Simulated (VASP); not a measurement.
Crystal: SnSe.

```
Sn Se
1.0
     0.00000    3.01000    3.01000
     3.01000    0.00000    3.01000
     3.01000    3.01000    0.00000
Sn Se
1 1
Direct
  0.00000 0.00000 0.00000
  0.50000 0.50000 0.50000
```

- Program: VASP 6.6.1
- Task: relaxation of cell and atoms
- Functional: PBEsol
- Dispersion: D3(BJ)
- Potentials or basis: VASP PAW PBE potentials, release 64 (Sn_d, Se)
- Cutoff: 500 eV
- k mesh: 5 × 5 × 5
- Occupations: gaussian, width 0.01 eV
- Spin: no spin polarisation

At the start: pressure -4.0 GPa; volume 27.27 Å³/atom.

Q: Where does the relaxation end?

A: Over 3 steps the energy falls by 27.3 meV/atom and the volume is 25.25 Å³/atom (-7.4 %); space group Fm-3m (No. 225, to 0.05 Å).

Step by step:
```tsv
step	energy change (eV)	largest force (eV/Å)	pressure (GPa)	volume (Å³)
1	0.0000	0.0000	-4.05	54.54
2	-0.0487	0.0000	1.59	49.28
3	-0.0546	0.0000	0.01	50.49
```

Final structure:
```cif
data_structure
_symmetry_space_group_name_H-M 'P 1'
_symmetry_Int_Tables_number 1
_cell_length_a 4.1487
_cell_length_b 4.1487
_cell_length_c 4.1487
_cell_angle_alpha 60.000
_cell_angle_beta 60.000
_cell_angle_gamma 60.000
_cell_volume 50.49
loop_
_atom_site_label
_atom_site_type_symbol
_atom_site_fract_x
_atom_site_fract_y
_atom_site_fract_z
_atom_site_occupancy
Sn1 Sn 0.00000 0.00000 0.00000 1
Se1 Se 0.50000 0.50000 0.50000 1
```

Caveat: the PAW data sets were made with another functional, which shifts forces and pressure a little.
